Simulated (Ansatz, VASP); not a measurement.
One calculation of Rh, two programs

POSCAR

```
Rh
1.0
    0.0000000000      1.9008071574      1.9008071574
    1.9008071574      0.0000000000      1.9008071574
    1.9008071574      1.9008071574      0.0000000000
Rh
1
Direct
    0.0000000000      0.0000000000      0.0000000000
```

File INCAR.step1:

```
ALGO = Normal
EDIFF = 1E-5
ENCUT = 580
GGA = PE
GGA_COMPAT = F
ISMEAR = 0
LASPH = T
LCHARG = F
LREAL = F
LWAVE = T
NBANDS = 14
NELM = 120
PREC = Accurate
SIGMA = 0.3
```

Contents of INCAR.step2:

```
ALGO = Normal
EDIFF = 1E-6
ENCUT = 580
GGA_COMPAT = F
ISIF = 2
ISMEAR = 0
ISTART = 1
LASPH = T
LCHARG = F
LMIXTAU = T
LREAL = F
LWAVE = F
METAGGA = R2SCAN
NBANDS = 14
NELM = 120
PREC = Accurate
SIGMA = 0.3
```

The input KPOINTS:

```
k-points
0
Gamma
  14 14 14
```

Input for Ansatz:

```yaml
crystal:
  lattice:
    - [0.0, 1.9008071574, 1.9008071574]
    - [1.9008071574, 0.0, 1.9008071574]
    - [1.9008071574, 1.9008071574, 0.0]
  atoms:
    - { symbol: Rh, position: [0.0, 0.0, 0.0] }
hamiltonian:
  xc: r2scan
  pseudopotentials:
    kind: paw
    azcp:
      Rh: "pseudopotentials/Rh.paw.azcp"
basis:
  ecutwfc: 500
  fft_grid_basis: typed
kpoints:
  mp_grid: { grid: [14, 14, 14], shift: [0, 0, 0] }
magnetization:
  spin_polarized: false
scf:
  occupations: { method: gaussian, width: 0.3 }
  lower_state_search: "off"
output:
  stress: true
  write_density: true
  write_potential: true
  elf: true
  volumetric_format: npy
```

Alike in both runs: task single point; functional r2SCAN; k mesh 14 × 14 × 14; occupations gaussian, width 0.3 eV; no spin polarisation.

|  | VASP | Ansatz |
| --- | --- | --- |
| version | VASP 6.6.1 | Ansatz 0.2.0 |
| potentials or method | VASP PAW PBE potentials, release 64 (Rh_sv_GW), cutoff 580 eV | plane waves (500 eV) with PAW, scalar-relativistic |
| valence electrons in the cell | 17 | 17 |

|  | VASP | Ansatz | Ansatz less VASP |
| --- | --- | --- | --- |
| pressure (GPa) | -1.4 | 0.2 | +1.61 |

VASP's potentials were made for PBE, not for r2SCAN. With one functional, cell and mesh, what is left measures potentials, basis and numerics.
